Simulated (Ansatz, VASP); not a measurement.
TiSi2: VASP beside Ansatz

```
Ti Si
1.0
     4.80355    0.00000    0.00000
     0.00000   -4.13405    4.28286
     0.00000   -4.13405   -4.28286
Ti Si
4 8
Direct
  0.25000 0.50000 0.00000
  0.75000 0.00000 0.50000
  0.00000 0.50000 0.50000
  0.50000 0.00000 0.00000
  0.75000 0.66318 0.16318
  0.25000 0.16318 0.66318
  0.75000 0.33682 0.83682
  0.25000 0.83682 0.33682
  0.00000 0.83682 0.83682
  0.50000 0.33682 0.33682
  0.00000 0.16318 0.16318
  0.50000 0.66318 0.66318
```

Alike in both runs: functional PBE; k mesh 6 × 6 × 6; occupations gaussian, width 0.1 eV; no spin polarisation.

Ansatz relaxed the structure, and its values are those at the end. VASP's run is a single point on that final structure, the one shown.

|  | VASP | Ansatz |
| --- | --- | --- |
| version | VASP 6.6.1 | Ansatz 0.2.0 |
| potentials or method | VASP PAW PBE potentials, release 64 (Ti_sv, Si), cutoff 520 eV | scalar-relativistic, plane waves, PAW |
| valence electrons in the cell | 80 | 80 |

```tsv
	VASP	Ansatz	Ansatz less VASP
gap on the k mesh at the Fermi level (eV)	none	none	-
pressure (GPa)	0.0	0.0	+0.01
```

A gap of «none» marks a metal or a gap that the smearing closes. With one functional, cell and mesh, what is left measures potentials, basis and numerics.
